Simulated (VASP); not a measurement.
**Zr6Al2Si: single point with PBE**

Crystal: Zr6Al2Si.

```
Zr Al Si
1.0
     8.08611    0.00000    0.00000
    -4.04305    7.00278    0.00000
     0.00000    0.00000    3.43047
Zr Al Si
6 2 1
Direct
  0.25310 0.00000 0.50000
  0.74690 0.74690 0.50000
  0.00000 0.25310 0.50000
  0.60350 0.00000 0.00000
  0.39650 0.39650 0.00000
  0.00000 0.60350 0.00000
  0.33330 0.66670 0.50000
  0.66670 0.33330 0.50000
  0.00000 0.00000 0.00000
```

```
Program                : VASP 6.6.1
Task                   : single point
Functional             : PBE
Potentials or basis    : VASP PAW PBE potentials, release 64 (Zr_sv, Al, Si)
Cutoff                 : 520 eV
k mesh                 : 5 × 5 × 10
Occupations            : fermi-dirac, width 0.1 eV
Spin                   : no spin polarisation
Dipole correction      : no
Further INCAR settings : ALGO = Normal; EDIFF = 1e-07; NBANDS = 51
```

| Item | Value |
| --- | --- |
| Pressure | -2.9 GPa |
| Largest force | 0.815 eV/Å |
| Band gap on the k mesh | zero (bands 41 and 42 overlap by 1.12 eV) |

Forces in eV/Å, atoms in the order of the input:
```
Zr   0.814  0.001  0.000
Zr  -0.407 -0.706  0.000
Zr  -0.406  0.705  0.000
Zr   0.201 -0.001  0.000
Zr  -0.100 -0.173  0.000
Zr  -0.101  0.174  0.000
Al   0.003 -0.001  0.000
Al  -0.002  0.001  0.000
Si   0.000  0.000  0.000
```

Stress tensor (GPa, compression positive):
```
-5.81  0.00  0.00
 0.00 -5.81  0.00
 0.00  0.00  3.03
```

Levels at points of the mesh, in eV from the Fermi level:
```
           k point  band 39  band 40  band 41  band 42  band 43  band 44  band 45  band 46
(0.00, 0.00, 0.00)    -0.34    -0.34     0.70     1.08     1.27     1.27     1.32     1.32
(0.00, 0.00, 0.50)    -0.98     0.11     0.13     0.13     0.16     0.16     0.80     1.09
```

Wall time 25 min on 1 thread of Intel Xeon 8259CL, with other jobs on the host, peak memory 0.56 GiB.

Caveat: the stress differs along the axes, from -6 to 3 GPa.
